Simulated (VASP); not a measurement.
# BN (P6_3mc) in VASP: single point with HSE06

Aim: the single point of BN with HSE06.

Everything below comes from runs of VASP 6.6.1. Logs are shortened: lines on timing, memory, paths and dates and some standing lists are left out, and cuts for length are marked.

## (1) The cell of the first run

The structure is hexagonal, space group P6_3mc (No. 186). Conventional cell: a = 2.541 Å, b = 2.541 Å, c = 4.203 Å, α = 90.00°, β = 90.00°, γ = 120.00°. Within 2.1 Å of B (site symmetry 3m) lie 4 N at 1.56 to 1.57 Å. N (site symmetry 3m) has 4 B at 1.56 to 1.57 Å within 2.1 Å.

## (2) Single point, HSE06

POSCAR

```
BN
1.0
    2.5405605600      0.0000000000      0.0000000000
   -1.2702802800      2.2001899848      0.0000000000
    0.0000000000      0.0000000000      4.2026543224
B N
2 2
Direct
    0.3333333333      0.6666666667     -0.0002373567
    0.6666666667      0.3333333333      0.4997626433
    0.3333333333      0.6666666667      0.3742373567
    0.6666666667      0.3333333333      0.8742373567
```

INCAR.step1

```
PREC     = Accurate       # precision mode
ENCUT    = 520            # plane-wave cutoff, eV
EDIFF    = 1E-5           # SCF threshold, eV
ISMEAR   = 0              # smearing method
SIGMA    = 0.01           # smearing width, eV
LREAL    = False          # projectors in reciprocal space
LASPH    = True           # aspherical terms in the spheres
NELM     = 60             # most SCF steps
ALGO     = Normal         # electronic algorithm
ISIF     = 2              # what is computed and relaxed
LWAVE    = True           # write WAVECAR
NBANDS   = 16             # bands
GGA      = PE             # functional
```

INCAR.step2

```
PREC     = Accurate       # precision mode
ENCUT    = 520            # plane-wave cutoff, eV
EDIFF    = 1E-6           # SCF threshold, eV
ISMEAR   = 0              # smearing method
SIGMA    = 0.01           # smearing width, eV
LREAL    = False          # projectors in reciprocal space
LASPH    = True           # aspherical terms in the spheres
NELM     = 60             # most SCF steps
ALGO     = Normal         # electronic algorithm
ISIF     = 2              # what is computed and relaxed
LWAVE    = False          # write WAVECAR
LCHARG   = True           # write CHGCAR
GGA      = PE             # functional
LHFCALC  = True           # exact exchange
HFSCREEN = 0.2079         # screening, 1/A
PRECFOCK = Normal       
LELF     = True           # ELF
LVHAR    = True         
NBANDS   = 16             # bands
ISTART   = 1
```

KPOINTS

```
Automatic mesh
0
Gamma
  9 9 4
```

Potentials or basis: VASP PAW PBE potentials, release 64 (B, N).

Started as:

```sh
> cat potpaw_PBE.64/B/POTCAR potpaw_PBE.64/N/POTCAR > POTCAR
> cp INCAR.step1 INCAR
> mpirun -np 1 vasp_std > vasp.out
> cp INCAR.step2 INCAR
> mpirun -np 1 vasp_std > vasp.out
```

OUTCAR:

```text
PREC = Accurate
   ENCUT = 520
   EDIFF = 1E-6
   ISMEAR = 0
   LREAL = False
   LASPH = True
   NELM = 60
   ISIF = 2
   GGA = PE
   LHFCALC = True
   HFSCREEN = 0.2079
   PRECFOCK = Normal
   ISTART = 1

 ion  position               nearest neighbor table
   1  0.333  0.667  1.000-   4 1.56   4 1.56   4 1.56   3 1.57
   2  0.667  0.333  0.500-   3 1.56   3 1.56   3 1.56   4 1.57
   3  0.333  0.667  0.374-   2 1.56   2 1.56   2 1.56   1 1.57
   4  0.667  0.333  0.874-   1 1.56   1 1.56   1 1.56   2 1.57

  LATTYP: Found a hexagonal cell.
 ALAT       =     2.5405605600
 C/A-ratio  =     1.6542232406

  Lattice vectors:

 A1 = (   2.5405605600,   0.0000000000,   0.0000000000)
 A2 = (  -1.2702802800,   2.2001899848,   0.0000000000)
 A3 = (   0.0000000000,   0.0000000000,   4.2026543224)

Analysis of symmetry for initial positions (statically):
=====================================================================
 Subroutine PRICEL returns:
 Original cell was already a primitive cell.

 Routine SETGRP: Setting up the symmetry group for a
 hexagonal supercell.

 Subroutine GETGRP returns: Found 12 space group operations
 (whereof  6 operations were pure point group operations)
 out of a pool of 24 trial point group operations.

The static configuration has the point symmetry C_3v.
 The point group associated with its full space group is C_6v.

Analysis of symmetry for dynamics (positions and initial velocities):
=====================================================================
 Subroutine PRICEL returns:
 Original cell was already a primitive cell.

 Routine SETGRP: Setting up the symmetry group for a
 hexagonal supercell.

 Subroutine GETGRP returns: Found 12 space group operations
 (whereof  6 operations were pure point group operations)
 out of a pool of 24 trial point group operations.

The dynamic configuration has the point symmetry C_3v.
 The point group associated with its full space group is C_6v.

 Subroutine INISYM returns: Found 12 space group operations
 (whereof  6 operations are pure point group operations),
 and found     1 'primitive' translations

----------------------------------------------------------------------------------------

                                     Primitive cell

  volume of cell :      23.4916

  direct lattice vectors                    reciprocal lattice vectors
     2.540560560  0.000000000  0.000000000     0.393613920  0.227253102  0.000000000
    -1.270280280  2.200189985  0.000000000     0.000000000  0.454506205  0.000000000
     0.000000000  0.000000000  4.202654322     0.000000000  0.000000000  0.237944861

  length of vectors
     2.540560560  2.540560560  4.202654322     0.454506205  0.454506205  0.237944861

  position of ions in fractional coordinates (direct lattice)
     0.333333333  0.666666667  0.999762643
     0.666666667  0.333333333  0.499762643
     0.333333333  0.666666667  0.374237357
     0.666666667  0.333333333  0.874237357

  ion indices of the primitive-cell ions
   primitive index   ion index
                 1           1
                 2           2
                 3           3
                 4           4

----------------------------------------------------------------------------------------

 KPOINTS: Automatic mesh

Automatic generation of k-mesh.
 Grid dimensions read from file:
 generate k-points for:    9    9    4

 Generating k-lattice:

  Cartesian coordinates                     Fractional coordinates (reciprocal lattice)
     0.043734880  0.025250345  0.000000000     0.111111111 -0.000000000  0.000000000
     0.000000000  0.050500689  0.000000000     0.000000000  0.111111111  0.000000000
     0.000000000  0.000000000  0.059486215     0.000000000  0.000000000  0.250000000

  Length of vectors
     0.050500689  0.050500689  0.059486215

  Shift w.r.t. Gamma in fractional coordinates (k-lattice)
     0.000000000  0.000000000  0.000000000

 Subroutine IBZKPT returns following result:
 ===========================================

 Found     36 irreducible k-points:

 Following reciprocal coordinates:
            Coordinates               Weight
  0.000000  0.000000  0.000000      1.000000
  0.111111 -0.000000  0.000000      6.000000
  0.222222  0.000000  0.000000      6.000000
  0.333333  0.000000  0.000000      6.000000
  0.444444  0.000000  0.000000      6.000000
  0.111111  0.111111  0.000000      6.000000
[... 16 lines left out ...]
  0.333333  0.222222  0.250000     24.000000
  0.333333  0.333333  0.250000      4.000000
 [... further k-points ...]
   k-points           NKPTS =     36   k-points in BZ     NKDIM =    324   number of bands    NBANDS=     16
   number of dos      NEDOS =    301   number of ions     NIONS =      4
   total plane-waves  NPLWV =  12800
   dimension x,y,z NGX =    20 NGY =   20 NGZ =   32
   dimension x,y,z NGXF=    40 NGYF=   40 NGZF=   64
   ions per type =               2   2
   NGX,Y,Z   is equivalent  to a cutoff of  13.09, 13.09, 12.66 a.u.
   NGXF,Y,Z  is equivalent  to a cutoff of  26.17, 26.17, 25.32 a.u.
 SYSTEM =  unknown system
   PREC   = accura    normal or accurate (medium, high low for compatibility)
   ISTART =      1    job   : 0-new  1-cont  2-samecut
   ICHARG =      0    charge: 1-file 2-atom 10-const
   ISPIN  =      1    spin polarized calculation?
   LNONCOLLINEAR =      F non collinear calculations
   LSORBIT =      F    spin-orbit coupling
   LASPH  =      T    aspherical Exc in radial PAW
   ENCUT  =  520.0 eV  38.22 Ry    6.18 a.u.   4.72  4.72  7.81*2*pi/ulx,y,z
   NELM   =     60;   NELMIN=  2; NELMDL=  0     # of ELM steps
   EDIFF  = 0.1E-05   stopping-criterion for ELM
   LREAL  =      F    real-space projection
   EDIFFG = 0.1E-04   stopping-criterion for IOM
   NSW    =      0    number of steps for IOM
   IBRION =     -1    ionic relax: 0-MD 1-quasi-New 2-CG
   NFREE  =      0    steps in history (QN), initial steepest desc. (CG)
   ISIF   =      2    stress and relaxation
   ISYM   =      3    0-nonsym 1-usesym 2-fastsym
   POTIM  = 0.5000    time-step for ionic-motion
   TEBEG  =    0.0;   TEEND  =   0.0 temperature during run
   PSTRESS=    0.0 pullay stress
   NELECT =      16.0000    total number of electrons
   NUPDOWN=      -1.0000    fix difference up-down
   EMIN   =  10.00;   EMAX   =-10.00  energy-range for DOS
   EFERMI =   0.00;   METHOD = LEGACY
   ISMEAR =     0;   SIGMA  =   0.01  broadening in eV -4-tet -1-fermi 0-gaus
   EFERMI_NEDOS =   21; number of points for ismear=-14 and -15
   IALGO  =     38    algorithm
   IMIX   =      1    mixing-type and parameters
     AMIX     =   0.40;   BMIX     =  1.00
     AMIX_MAG =   1.60;   BMIX_MAG =  1.00
  volume/ion in A,a.u.               =       5.87        39.63
  Fermi-wavevector in a.u.,A,eV,Ry     =   1.440380  2.721923 28.227925  2.074694
  Thomas-Fermi vector in A             =   2.559130
   LORBIT       =      0    0 simple, 1 ext, 2 COOP (PROOUT), +10 PAW based schemes
   GGA     = PE    functional components
   LHFCALC =     T    Hartree Fock is set to
   PRECFOCK=normal    Normal, Fast or Accurate (Low or Medium for compatibility)
   ENCUT4O =  -1.0   cutoff for four orbital integrals eV
   NKREDX  =     1    reduce k-point grid by
   NKREDY  =     1    reduce k-point grid by
   NKREDZ  =     1    reduce k-point grid by
   AEXX    =    0.2500 exact exchange contribution
   HFSCREEN=    0.2079 screening length (either q_TF or 0.3 A-1)
   HFSCREENC=   0.2079 screening length for correlation (either q_TF or 0.3 A-1)
   ENCUTFOCK=  -1.0 apply spherical cutoff to Coloumb kernel
   IVDW    =     0    specifies the selected vdW correction
   LEPSILON=     F    determine dielectric tensor
   LRPA    =     F    only Hartree local field effects (RPA)
 non-spin polarized calculation
 Gauss-broadening in eV      SIGMA  =   0.01
  energy-cutoff  :      520.00
  volume of cell :       23.49
 maximum number of plane-waves:       652
 NGX is ok and might be reduce to    20
  NGX = 16; NGY = 16; NGZ = 24

 number of electron      16.0000000 magnetization

 Free energy of the ion-electron system (eV)
  ---------------------------------------------------
  ext. energy  EPLUGINS =         0.00000000
  ---------------------------------------------------
  free energy    TOTEN  =       -40.58278130 eV

  energy without entropy =      -40.58278130  energy(sigma->0) =      -40.58278130

 E-fermi :   6.8576     XC(G=0): -10.5015

 val. band max:        6.7846413542   @ k =   0.0000   0.0000   0.0000
 cond. band min:      13.2811536848   @ k =   0.3333   0.3333   0.0000
 fundamental gap:      6.4965123307
 Fermi energy:         6.8576054945

 k-point     1 :       0.0000    0.0000    0.0000
  band No.  band energies     occupation
      1     -15.5792      2.00000
      2     -11.0993      2.00000
      3      -5.1454      2.00000
      4       4.4734      2.00000
      5       4.4734      2.00000
      6       6.5071      2.00000
[... 8 lines left out ...]
     15      20.6844      0.00000
     16      25.3771      0.00000

 k-point     2 :       0.1111   -0.0000    0.0000
  band No.  band energies     occupation
      1     -15.2887      2.00000
      2     -10.8775      2.00000
      3      -4.8528      2.00000
      4       3.1937      2.00000
      5       3.9568      2.00000
      6       5.7178      2.00000
[... 8 lines left out ...]
     15      21.5173      0.00000
     16      24.8372      0.00000

 k-point     3 :       0.2222    0.0000    0.0000
  band No.  band energies     occupation
      1     -14.4350      2.00000
      2     -10.2732      2.00000
      3      -3.9972      2.00000
      4       0.4561      2.00000
      5       2.9004      2.00000
      6       3.3262      2.00000
[... 8 lines left out ...]
     15      23.4991      0.00000
     16      24.0182      0.00000

 k-point     4 :       0.3333    0.0000    0.0000
  band No.  band energies     occupation
      1     -13.0931      2.00000
      2      -9.5751      2.00000
      3      -2.6777      2.00000
      4      -2.2037      2.00000
      5       0.7126      2.00000
      6       1.9510      2.00000
[... 8 lines left out ...]
     15      25.0141      0.00000
     16      25.6502      0.00000

 k-point     5 :       0.4444    0.0000    0.0000
  band No.  band energies     occupation
      1     -11.5541      2.00000
      2      -9.5603      2.00000
      3      -3.5316      2.00000
      4      -1.5465      2.00000
      5      -0.9809      2.00000
      6       1.4209      2.00000
[... 8 lines left out ...]
     15      25.3384      0.00000
     16      27.0291      0.00000

 k-point     6 :       0.1111    0.1111    0.0000
  band No.  band energies     occupation
      1     -14.7162      2.00000
      2     -10.4617      2.00000
      3      -4.2778      2.00000
      4       1.5356      2.00000
      5       2.6213      2.00000
      6       4.4288      2.00000
[... 8 lines left out ...]
     15      23.2882      0.00000
     16      24.2807      0.00000
[... 267 lines left out ...]
 k-point    21 :       0.4444    0.1111    0.2500
  band No.  band energies     occupation
      1     -10.7615      2.00000
      2      -9.7759      2.00000
      3      -4.0678      2.00000
      4      -2.7319      2.00000
      5       0.3293      2.00000
      6       1.4096      2.00000
[... 8 lines left out ...]
     15      25.3793      0.00000
     16      26.6969      0.00000

 k-point    22 :       0.2222    0.2222    0.2500
  band No.  band energies     occupation
      1     -12.0024      2.00000
      2      -9.8929      2.00000
      3      -2.5753      2.00000
      4      -1.3152      2.00000
      5       0.2832      2.00000
      6       0.4523      2.00000
[... 8 lines left out ...]
     15      24.1627      0.00000
     16      25.1697      0.00000

 k-point    23 :       0.3333    0.2222    0.2500
  band No.  band energies     occupation
      1     -10.6574      2.00000
      2      -9.5399      2.00000
      3      -3.3217      2.00000
      4      -2.2693      2.00000
      5      -1.0352      2.00000
      6       0.9784      2.00000
[... 8 lines left out ...]
     15      24.8715      0.00000
     16      25.8627      0.00000

 k-point    24 :       0.3333    0.3333    0.2500
  band No.  band energies     occupation
      1      -9.7700      2.00000
      2      -9.7700      2.00000
      3      -2.8102      2.00000
      4      -2.2529      2.00000
      5      -2.2529      2.00000
      6      -0.0097      2.00000
[... 8 lines left out ...]
     15      25.6434      0.00000
     16      25.6434      0.00000

 [... further k-points ...]
[... 5 lines left out ...]
  --------------------------------------------------------------------------------------
  -------------------------------------------------------------------------------------
  Total       -0.3234474     -0.3234474     -0.4221595      0.0000000      0.0000000      0.0000000
  in kB      -22.0597627    -22.0597627    -28.7921278      0.0000000      0.0000000      0.0000000
  external PRESSURE =     -24.3038844 kB  Pullay stress =       0.0000000 kB

 VOLUME and BASIS-vectors are now :
 -----------------------------------------------------------------------------
  energy-cutoff  :      520.00
  volume of cell :       23.49
      direct lattice vectors                 reciprocal lattice vectors
     2.540560560  0.000000000  0.000000000     0.393613920  0.227253102  0.000000000
    -1.270280280  2.200189985  0.000000000     0.000000000  0.454506205  0.000000000
     0.000000000  0.000000000  4.202654322     0.000000000  0.000000000  0.237944861

 POSITION                                       TOTAL-FORCE (eV/Angst)
 -----------------------------------------------------------------------------------
     -0.00000      1.46679      4.20166         0.000000      0.000000     -0.018005
      1.27028      0.73340      2.10033        -0.000000      0.000000     -0.018005
     -0.00000      1.46679      1.57279         0.000000     -0.000000      0.018005
      1.27028      0.73340      3.67412        -0.000000     -0.000000      0.018005
 -----------------------------------------------------------------------------------
    total drift:                               -0.000000     -0.000000     -0.000125

  FREE ENERGIE OF THE ION-ELECTRON SYSTEM (eV)
  ---------------------------------------------------
  free  energy   TOTEN  =       -40.5827812956 eV

  energy  without entropy=      -40.5827812956  energy(sigma->0) =      -40.58278130
```

Run time: 43 min. Hardware: 1 thread of Intel Xeon Platinum 8259CL at 2.50GHz (Skylake/Cascade Lake), shared host; peak memory 0.25 GiB.

Results:

* Free energy: -40.5828 eV
* Pressure: -2.4 GPa
* Largest force: 0.018 eV/Å
* Band gap on the k mesh: 6.50 eV (least direct gap 9.96 eV)

Forces in eV/Å, atoms in the order of the input:
```
B    0.000  0.000 -0.018
B    0.000  0.000 -0.018
N    0.000  0.000  0.018
N    0.000  0.000  0.018
```

Caveat: the PAW data sets were made with another functional, which shifts forces and pressure a little; an odd mesh through Γ misses points on the zone boundary, where band edges can lie.
